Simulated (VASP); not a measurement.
# CaS3 (P4/nmm) in VASP: notebook

Runs on CaS3. Level: PBE. Tasks: single point, relaxation of cell and atoms.

Everything below comes from runs of VASP 6.6.1. Logs are shortened: lines on timing, memory, paths and dates and some standing lists are left out, and cuts for length are marked.

### Step 1. The cell of the first run

It takes space group P4/nmm (No. 129, tetragonal). Conventional cell: a = 6.357 Å, b = 6.357 Å, c = 5.641 Å, α = 90.00°, β = 90.00°, γ = 90.00°. S (site symmetry 4mm) has 4 S at 2.44 Å and 2 Ca at 2.70 to 2.94 Å within 3.2 Å. S (site symmetry 2/m) has 6 S at 2.44 to 3.18 Å and 2 Ca at 2.84 Å within 3.2 Å. Ca (site symmetry 4mm) has 6 S at 2.70 to 2.94 Å within 3.6 Å.

### Step 2. Single point, PBE

INCAR reads:

```
  PREC = Accurate
  ENCUT = 520
  EDIFF = 1E-7
  ISMEAR = -1
  SIGMA = 0.1
  LREAL = False
  LASPH = True
  NELM = 100
  ALGO = Normal
  ISIF = 2
  LWAVE = False
  LCHARG = True
  GGA = PE
  LELF = True
  LVHAR = True
  NBANDS = 38
  NELECT = 55.0
```

KPOINTS reads:

```
Automatic mesh
0
Gamma
  3 3 4
```

POSCAR reads:

```
CaS3
1.0
    6.3572937454      0.0000000000      0.0000000000
    0.0000000000      6.3572937454      0.0000000000
    0.0000000000      0.0000000000      5.6407859664
S Ca
6 2
Direct
    0.2500000000      0.2500000000      0.1694288933
    0.7500000000      0.7500000000      0.8305711067
    0.0000000000      0.0000000000      0.0000000000
    0.5000000000      0.0000000000      0.0000000000
    0.5000000000      0.5000000000      0.0000000000
    0.0000000000      0.5000000000      0.0000000000
    0.2500000000      0.2500000000      0.6911033102
    0.7500000000      0.7500000000      0.3088966898
```

Potentials or basis: VASP PAW PBE potentials, release 64 (S, Ca_sv).

Started as:

```sh
$ cat potpaw_PBE.64/S/POTCAR potpaw_PBE.64/Ca_sv/POTCAR > POTCAR
$ mpirun -np 1 vasp_std > vasp.out
```

OUTCAR:

```text
PREC = Accurate
   ENCUT = 520
   EDIFF = 1E-7
   ISMEAR = -1
   LREAL = False
   LASPH = True
   NELM = 100
   ISIF = 2
   GGA = PE
   NELECT = 55.0

 ion  position               nearest neighbor table
   1  0.250  0.250  0.169-   3 2.44   4 2.44   5 2.44   6 2.44   7 2.70   7 2.94
   2  0.750  0.750  0.831-   3 2.44   4 2.44   5 2.44   6 2.44   8 2.70   8 2.94
   3  0.000  0.000  0.000-   1 2.44   2 2.44   7 2.84   8 2.84
   4  0.500  0.000  0.000-   1 2.44   2 2.44   7 2.84   8 2.84
   5  0.500  0.500  0.000-   1 2.44   2 2.44   7 2.84   8 2.84
   6  0.000  0.500  0.000-   1 2.44   2 2.44   7 2.84   8 2.84
   7  0.250  0.250  0.691-   1 2.70   3 2.84   4 2.84   5 2.84   6 2.84   1 2.94
   8  0.750  0.750  0.309-   2 2.70   3 2.84   4 2.84   5 2.84   6 2.84   2 2.94

  LATTYP: Found a simple tetragonal cell.
 ALAT       =     6.3572937454
 C/A-ratio  =     0.8872935863

  Lattice vectors:

 A1 = (   6.3572937454,   0.0000000000,   0.0000000000)
 A2 = (   0.0000000000,   6.3572937454,   0.0000000000)
 A3 = (   0.0000000000,   0.0000000000,   5.6407859664)

Analysis of symmetry for initial positions (statically):
=====================================================================
 Subroutine PRICEL returns:
 Original cell was already a primitive cell.

 Routine SETGRP: Setting up the symmetry group for a
 simple tetragonal supercell.

 Subroutine GETGRP returns: Found 16 space group operations
 (whereof  4 operations were pure point group operations)
 out of a pool of 16 trial point group operations.

The static configuration has the point symmetry C_2h.
 The point group associated with its full space group is D_4h.

Analysis of symmetry for dynamics (positions and initial velocities):
=====================================================================
 Subroutine PRICEL returns:
 Original cell was already a primitive cell.

 Routine SETGRP: Setting up the symmetry group for a
 simple tetragonal supercell.

 Subroutine GETGRP returns: Found 16 space group operations
 (whereof  4 operations were pure point group operations)
 out of a pool of 16 trial point group operations.

The dynamic configuration has the point symmetry C_2h.
 The point group associated with its full space group is D_4h.

 Subroutine INISYM returns: Found 16 space group operations
 (whereof  4 operations are pure point group operations),
 and found     1 'primitive' translations

----------------------------------------------------------------------------------------

                                     Primitive cell

  volume of cell :     227.9734

  direct lattice vectors                    reciprocal lattice vectors
     6.357293745  0.000000000  0.000000000     0.157299637  0.000000000  0.000000000
     0.000000000  6.357293745  0.000000000     0.000000000  0.157299637  0.000000000
     0.000000000  0.000000000  5.640785966     0.000000000  0.000000000  0.177280260

  length of vectors
     6.357293745  6.357293745  5.640785966     0.157299637  0.157299637  0.177280260

  position of ions in fractional coordinates (direct lattice)
     0.250000000  0.250000000  0.169428893
     0.750000000  0.750000000  0.830571107
     0.000000000  0.000000000  0.000000000
     0.500000000  0.000000000  0.000000000
     0.500000000  0.500000000  0.000000000
     0.000000000  0.500000000  0.000000000
     0.250000000  0.250000000  0.691103310
     0.750000000  0.750000000  0.308896690

  ion indices of the primitive-cell ions
   primitive index   ion index
                 1           1
                 2           2
                 3           3
                 4           4
                 5           5
                 6           6
                 7           7
                 8           8

----------------------------------------------------------------------------------------

 KPOINTS: Automatic mesh

Automatic generation of k-mesh.
 Grid dimensions read from file:
 generate k-points for:    3    3    4

 Generating k-lattice:

  Cartesian coordinates                     Fractional coordinates (reciprocal lattice)
     0.052433212  0.000000000  0.000000000     0.333333333  0.000000000  0.000000000
     0.000000000  0.052433212  0.000000000     0.000000000  0.333333333  0.000000000
     0.000000000  0.000000000  0.044320065     0.000000000  0.000000000  0.250000000

  Length of vectors
     0.052433212  0.052433212  0.044320065

  Shift w.r.t. Gamma in fractional coordinates (k-lattice)
     0.000000000  0.000000000  0.000000000

 Subroutine IBZKPT returns following result:
 ===========================================

 Found      9 irreducible k-points:

 Following reciprocal coordinates:
            Coordinates               Weight
  0.000000  0.000000  0.000000      1.000000
  0.333333  0.000000  0.000000      4.000000
  0.333333  0.333333  0.000000      4.000000
  0.000000  0.000000  0.250000      2.000000
  0.333333  0.000000  0.250000      8.000000
  0.333333  0.333333  0.250000      8.000000
  0.000000  0.000000  0.500000      1.000000
  0.333333  0.000000  0.500000      4.000000
  0.333333  0.333333  0.500000      4.000000
   k-points           NKPTS =      9   k-points in BZ     NKDIM =      9   number of bands    NBANDS=     38
   number of dos      NEDOS =    301   number of ions     NIONS =      8
   total plane-waves  NPLWV =  96768
   dimension x,y,z NGX =    48 NGY =   48 NGZ =   42
   dimension x,y,z NGXF=    96 NGYF=   96 NGZF=   84
   ions per type =               6   2
   NGX,Y,Z   is equivalent  to a cutoff of  12.55, 12.55, 12.38 a.u.
   NGXF,Y,Z  is equivalent  to a cutoff of  25.10, 25.10, 24.76 a.u.
 SYSTEM =  unknown system
   PREC   = accura    normal or accurate (medium, high low for compatibility)
   ISTART =      0    job   : 0-new  1-cont  2-samecut
   ICHARG =      2    charge: 1-file 2-atom 10-const
   ISPIN  =      1    spin polarized calculation?
   LNONCOLLINEAR =      F non collinear calculations
   LSORBIT =      F    spin-orbit coupling
   LASPH  =      T    aspherical Exc in radial PAW
   ENCUT  =  520.0 eV  38.22 Ry    6.18 a.u.  11.82 11.82 10.49*2*pi/ulx,y,z
   NELM   =    100;   NELMIN=  2; NELMDL= -5     # of ELM steps
   EDIFF  = 0.1E-06   stopping-criterion for ELM
   LREAL  =      F    real-space projection
   EDIFFG = 0.1E-05   stopping-criterion for IOM
   NSW    =      0    number of steps for IOM
   IBRION =     -1    ionic relax: 0-MD 1-quasi-New 2-CG
   NFREE  =      0    steps in history (QN), initial steepest desc. (CG)
   ISIF   =      2    stress and relaxation
   ISYM   =      2    0-nonsym 1-usesym 2-fastsym
   POTIM  = 0.5000    time-step for ionic-motion
   TEBEG  =    0.0;   TEEND  =   0.0 temperature during run
   PSTRESS=    0.0 pullay stress
   NELECT =      55.0000    total number of electrons
   NUPDOWN=      -1.0000    fix difference up-down
   EMIN   =  10.00;   EMAX   =-10.00  energy-range for DOS
   EFERMI =   0.00;   METHOD = LEGACY
   ISMEAR =    -1;   SIGMA  =   0.10  broadening in eV -4-tet -1-fermi 0-gaus
   EFERMI_NEDOS =   21; number of points for ismear=-14 and -15
   IALGO  =     38    algorithm
   IMIX   =      4    mixing-type and parameters
     AMIX     =   0.40;   BMIX     =  1.00
     AMIX_MAG =   1.60;   BMIX_MAG =  1.00
  volume/ion in A,a.u.               =      28.50       192.31
  Fermi-wavevector in a.u.,A,eV,Ry     =   1.019141  1.925898 14.131673  1.038649
  Thomas-Fermi vector in A             =   2.152638
   LORBIT       =      0    0 simple, 1 ext, 2 COOP (PROOUT), +10 PAW based schemes
   GGA     = PE    functional components
[... 5 lines left out ...]
 non-spin polarized calculation
  energy-cutoff  :      520.00
  volume of cell :      227.97
 maximum number of plane-waves:      6157
 NGX is ok and might be reduce to    48
   NGX = 23   NGY = 23   NGZ = 21

 number of electron      55.0000001 magnetization

 Free energy of the ion-electron system (eV)
  ---------------------------------------------------
  ext. energy  EPLUGINS =         0.00000000
  ---------------------------------------------------
  free energy    TOTEN  =       -34.16979217 eV

  energy without entropy =      -34.02511642  energy(sigma->0) =      -34.09745430

 E-fermi :   2.3351     XC(G=0):  -7.6780

 val. band max:        2.2271734911   @ k =   0.3333   0.0000   0.5000
 cond. band min:       2.4191314162   @ k =   0.3333   0.3333   0.5000
 fundamental gap:      0.1919579251
 Fermi energy:         2.3350937018

 k-point     1 :       0.0000    0.0000    0.0000
  band No.  band energies     occupation
      1     -38.6205      2.00000
      2     -38.6202      2.00000
      3     -19.7048      2.00000
      4     -19.6939      2.00000
      5     -19.6443      2.00000
      6     -19.6443      2.00000
[... 30 lines left out ...]
     37       6.0253      0.00000
     38       6.1044      0.00000

 k-point     2 :       0.3333    0.0000    0.0000
  band No.  band energies     occupation
      1     -38.6204      2.00000
      2     -38.6203      2.00000
      3     -19.7021      2.00000
      4     -19.6967      2.00000
      5     -19.6421      2.00000
      6     -19.6420      2.00000
[... 30 lines left out ...]
     37       6.2285      0.00000
     38       6.2511      0.00000

 k-point     3 :       0.3333    0.3333    0.0000
  band No.  band energies     occupation
      1     -38.6204      2.00000
      2     -38.6203      2.00000
      3     -19.7006      2.00000
      4     -19.6979      2.00000
      5     -19.6448      2.00000
      6     -19.6425      2.00000
[... 30 lines left out ...]
     37       6.2565      0.00000
[... 166 lines left out ...]
 k-point     8 :       0.3333    0.0000    0.5000
  band No.  band energies     occupation
      1     -38.6203      2.00000
      2     -38.6202      2.00000
      3     -19.7199      2.00000
      4     -19.7136      2.00000
      5     -19.6401      2.00000
      6     -19.6399      2.00000
[... 30 lines left out ...]
     37       6.2882      0.00000
     38       6.4709      0.00000

 k-point     9 :       0.3333    0.3333    0.5000
  band No.  band energies     occupation
      1     -38.6203      2.00000
      2     -38.6202      2.00000
      3     -19.7181      2.00000
      4     -19.7149      2.00000
      5     -19.6409      2.00000
      6     -19.6400      2.00000
[... 30 lines left out ...]
     37       6.4690      0.00000
     38       6.5516      0.00000

------------------------ aborting loop because EDIFF is reached ----------------------------------------

  FORCE on cell =-STRESS in cart. coord.  units (eV):
  Direction    XX          YY          ZZ          XY          YZ          ZX
  --------------------------------------------------------------------------------------
  -------------------------------------------------------------------------------------
  Total       -8.2439297     -8.2439297     -7.9995738      0.0000000     -0.0000000      0.0000000
  in kB      -57.9376242    -57.9376242    -56.2203123      0.0000000     -0.0000000      0.0000000
  external PRESSURE =     -57.3651869 kB  Pullay stress =       0.0000000 kB

 VOLUME and BASIS-vectors are now :
 -----------------------------------------------------------------------------
  energy-cutoff  :      520.00
  volume of cell :      227.97
      direct lattice vectors                 reciprocal lattice vectors
     6.357293745  0.000000000  0.000000000     0.157299637  0.000000000  0.000000000
     0.000000000  6.357293745  0.000000000     0.000000000  0.157299637  0.000000000
     0.000000000  0.000000000  5.640785966     0.000000000  0.000000000  0.177280260

 POSITION                                       TOTAL-FORCE (eV/Angst)
 -----------------------------------------------------------------------------------
      1.58932      1.58932      0.95571        -0.000000      0.000000     -0.011273
      4.76797      4.76797      4.68507         0.000000     -0.000000      0.011273
      0.00000      0.00000      0.00000         0.000000     -0.000000      0.000000
      3.17865      0.00000      0.00000         0.000000     -0.000000      0.000000
      3.17865      3.17865      0.00000         0.000000     -0.000000      0.000000
      0.00000      3.17865      0.00000         0.000000     -0.000000      0.000000
      1.58932      1.58932      3.89837        -0.000000      0.000000     -0.029718
      4.76797      4.76797      1.74242         0.000000     -0.000000      0.029718
 -----------------------------------------------------------------------------------
    total drift:                                0.000000     -0.000000      0.000000

  FREE ENERGIE OF THE ION-ELECTRON SYSTEM (eV)
  ---------------------------------------------------
  free  energy   TOTEN  =       -34.1697921750 eV

  energy  without entropy=      -34.0251164218  energy(sigma->0) =      -34.09745430
```

Run time: 2.6 min. Hardware: 1 thread of AMD EPYC 7R43 (Zen 3), shared host; peak memory 0.27 GiB.

What came out:

```yaml
Free_energy: -34.1698 eV
Largest_force: 0.030 eV/Å
```

Forces on the atoms (eV/Å):
```
S    0.000  0.000 -0.011
S    0.000  0.000  0.011
S    0.000  0.000  0.000
S    0.000  0.000  0.000
S    0.000  0.000  0.000
S    0.000  0.000  0.000
Ca   0.000  0.000 -0.030
Ca   0.000  0.000  0.030
```

Caveat: the cell carries a net charge on a neutralising background, which shifts energy and pressure; the cell is charged against a uniform background, so pressure and absolute levels hang on convention.

### Step 3. Relaxation of cell and atoms, PBE

This run uses another cell than the first one, of 33.15 Å³/atom, 1.163 times its volume.

INCAR reads:

```
SYSTEM = CaS3
ALGO     = Normal         ! electronic algorithm
EDIFF    = 1E-6           ! SCF threshold, eV
EDIFFG   = -0.01          ! ionic threshold
ENCUT    = 600            ! plane-wave cutoff, eV
GGA      = PE             ! functional
IBRION   = 2              ! ionic algorithm
ISIF     = 3              ! what is computed and relaxed
ISMEAR   = -1             ! smearing method
LASPH    = .True.         ! aspherical terms in the spheres
LCHARG   = .False.        ! write CHGCAR
LREAL    = .False.        ! projectors in reciprocal space
LWAVE    = .False.        ! write WAVECAR
NELECT   = 55.0         
NELM     = 80             ! most SCF steps
NSW      = 60             ! ionic steps
PREC     = Accurate       ! precision mode
SIGMA    = 0.1            ! smearing width, eV
```

KPOINTS reads:

```
k-points
0
Gamma
  3 3 4
  0 0 0
```

POSCAR reads:

```
CaS3
1.0
    7.3285130000      0.0000000000      0.0000000000
    0.0000000000      7.3285130000      0.0000000000
    0.0000000000      0.0000000000      4.9379780000
S Ca
6 2
Direct
    0.2500000000      0.2500000000      0.4780000000
    0.7500000000      0.7500000000      0.5220000000
    0.0000000000      0.0000000000      0.0000000000
    0.5000000000      0.0000000000      0.0000000000
    0.5000000000      0.5000000000      0.0000000000
    0.0000000000      0.5000000000      0.0000000000
    0.2500000000      0.2500000000      0.9271000000
    0.7500000000      0.7500000000      0.0729000000
```

Potentials or basis: VASP PAW PBE potentials, release 64 (S, Ca_sv).

Started as:

```sh
$ cat potpaw_PBE.64/S/POTCAR potpaw_PBE.64/Ca_sv/POTCAR > POTCAR
$ mpirun -np 1 vasp_std > vasp.out
```

It took 82 min on 1 thread of AMD EPYC 7R43 (Zen 3), shared host; peak memory 0.39 GiB.

The run converged. Its results:

```
Free energy                            : -34.8796 eV
Relaxed volume                         : 24.26 Å³/atom
Relaxed cell                           : a = 6.023 Å, b = 6.023 Å, c = 5.350 Å, α = 90.00°, β = 90.00°, γ = 90.00°
Space group after relaxing (to 0.05 Å) : P4/nmm (No. 129)
Energy gained by relaxing              : 1445.0 meV/atom
Ionic steps                            : 47
```

Forces in eV/Å, atoms in the order of the input:
```
S    0.000  0.000  0.003
S    0.000  0.000 -0.003
S    0.000  0.000  0.000
S    0.000  0.000  0.000
S    0.000  0.000  0.000
S    0.000  0.000  0.000
Ca   0.000  0.000  0.002
Ca   0.000  0.000 -0.002
```

Step by step:
| step | energy change (eV) | largest force (eV/Å) | pressure (GPa) | volume (Å³) |
| --- | --- | --- | --- | --- |
| 1 | 0.0000 | 5.3729 | 1.53 | 265.20 |
| 3 | -1.5375 | 0.8073 | -0.40 | 271.91 |
| 5 | -1.5380 | 0.7568 | -0.40 | 271.66 |
| 7 | -1.9873 | 1.4330 | 0.49 | 260.08 |
| 9 | -4.0884 | 7.5694 | 7.51 | 212.00 |
| 11 | -3.6409 | 7.7930 | 9.15 | 207.41 |
| 13 | -3.6011 | 8.7865 | 10.73 | 202.30 |
| 15 | -3.5875 | 9.5211 | 11.77 | 199.13 |
| 17 | -3.6137 | 9.6244 | 11.92 | 198.60 |
| 19 | -3.7095 | 10.0369 | 12.51 | 196.47 |
| 21 | -3.9086 | 11.7149 | 15.25 | 188.10 |
| 23 | -4.7057 | 11.0128 | 14.89 | 186.12 |
| 25 | -7.5064 | 7.4989 | 14.10 | 177.29 |
| 27 | -8.5207 | 4.6915 | 16.02 | 167.92 |
| 29 | -10.2743 | 1.6708 | 6.94 | 181.79 |
| 31 | -10.8969 | 0.9564 | -0.40 | 200.07 |
| 33 | -11.3858 | 0.1085 | -0.88 | 199.24 |
| 35 | -11.5213 | 0.5168 | -0.68 | 198.08 |
| 37 | -11.5330 | 0.4174 | -0.54 | 197.19 |
| 39 | -11.5513 | 0.1449 | 0.08 | 193.83 |
| 41 | -11.5563 | 0.1225 | 0.00 | 194.00 |
| 43 | -11.5596 | 0.0441 | 0.05 | 194.07 |
| 45 | -11.5600 | 0.0101 | -0.06 | 194.35 |
| 47 | -11.5600 | 0.0029 | 0.00 | 194.11 |

Final structure:
```xyz
8
Lattice="6.0235 0.0000 0.0000 0.0000 6.0235 0.0000 0.0000 0.0000 5.3502" Properties=species:S:1:pos:R:3 pbc="T T T"
S     1.5059    1.5059    0.9437
S     4.5176    4.5176    4.4064
S     0.0000    0.0000    0.0000
S     3.0117    0.0000    0.0000
S     3.0117    3.0117    0.0000
S     0.0000    3.0117    0.0000
Ca    1.5059    1.5059    3.6251
Ca    4.5176    4.5176    1.7251
```

Levels at points of the mesh, in eV from the Fermi level:
```csv
k point,band 25,band 26,band 27,band 28,band 29,band 30,band 31,band 32
"(0.00, 0.00, 0.00)",-2.06,-0.99,-0.41,-0.41,1.34,1.82,2.15,2.69
"(0.00, 0.00, 0.50)",-1.95,-0.99,-0.41,-0.41,1.34,1.57,2.21,3.24
```

Caveat: the cell carries a net charge on a neutralising background, which shifts energy and pressure; the cell is charged against a uniform background, so pressure and absolute levels hang on convention; the volume moved by over 15 % at a fixed basis, so the end points are rough.
